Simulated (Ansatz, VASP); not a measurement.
**One calculation of MgS, two programs**

Contents of POSCAR:

```
MgS
1.0
    4.0286256282      0.0604293844      0.0000000000
   -1.9619794321      3.4586774441      0.0000000000
    0.0000000000      0.0000000000      6.4543928025
Mg S
2 2
Direct
    0.3326343343      0.6666285177     -0.0028759372
    0.6673656657      0.3333714823      0.4971240628
    0.3268904048      0.6669900100      0.3778759372
    0.6731095952      0.3330099900      0.8778759372
```

Contents of INCAR.step1:

```
SYSTEM = MgS
PREC = Accurate
ENCUT = 520
ISMEAR = 0
SIGMA = 0.01
LREAL = .False.
LASPH = .True.
NELM = 80
NBANDS = 16
GGA = PE
ALGO = Normal
EDIFF = 1E-4
LWAVE = .True.
LCHARG = .False.
```

INCAR.step2

```
SYSTEM = MgS
PREC = Accurate
ENCUT = 520
EDIFF = 1E-6
ISMEAR = 0
SIGMA = 0.01
LREAL = .False.
LASPH = .True.
NELM = 80
ALGO = Normal
ISIF = 2
LWAVE = .False.
LCHARG = .False.
METAGGA = R2SCAN
LMIXTAU = .True.
NBANDS = 16
ISTART = 1
```

The input KPOINTS:

```
Automatic mesh
0
Gamma
  12 12 4
  0 0 0
```

Input for Ansatz:

```yaml
crystal:
  lattice:
    - [4.0286256282, 0.0604293844, 0.0]
    - [-1.9619794321, 3.4586774441, 0.0]
    - [0.0, 0.0, 6.4543928025]
  atoms:
    - { symbol: Mg, position: [0.3326343343, 0.6666285177, -0.0028759372] }
    - { symbol: Mg, position: [0.6673656657, 0.3333714823, 0.4971240628] }
    - { symbol: S, position: [0.3268904048, 0.66699001, 0.3778759372] }
    - { symbol: S, position: [0.6731095952, 0.33300999, 0.8778759372] }
kpoints:
  mp_grid: { grid: [12, 12, 4] }
  band_path:
    path:
      - [0.0, 0.0, 0.0]
      - [0.5, 0.0, 0.0]
      - [0.3333333333, 0.3333333333, 0.0]
      - [0.0, 0.0, 0.5]
      - [0.5, 0.0, 0.5]
      - [0.3333333333, 0.3333333333, 0.5]
    npoints: 1
hamiltonian:
  xc: r2scan
scf:
  occupations: { method: fixed }
  n_extra_bands: 5
output:
  forces: true
  stress: true
  eigenvalues: true
  write_density: true
  write_potential: true
  elf: true
  volumetric_format: npy
```

Change from the starting cell: shear_xy strain +3.0%.

Alike in both runs: task single point; functional r2SCAN; k mesh 12 × 12 × 4; no spin polarisation.

```csv
,VASP,Ansatz
version,VASP 6.6.1,Ansatz 0.2.0
potentials or method,"VASP PAW PBE potentials, release 64 (Mg, S)","plane waves, PAW"
plane-wave cutoff (eV),520,500
occupations,"gaussian, width 0.01 eV",fixed
valence electrons in the cell,16,32
```

|  | VASP | Ansatz | Ansatz less VASP |
| --- | --- | --- | --- |
| gap on the k mesh at the Fermi level (eV) | 4.13 | 4.14 | +0.013 |
| pressure (GPa) | -0.3 | 0.0 | +0.29 |
| traceless stress, the component that is largest in VASP (GPa) | -0.62 | -0.61 | +0.008 |

VASP's potentials were made for PBE, not for r2SCAN. VASP's potentials hold 16 valence electrons a cell and Ansatz's 32, so a difference there can come from the potentials and not from the codes.
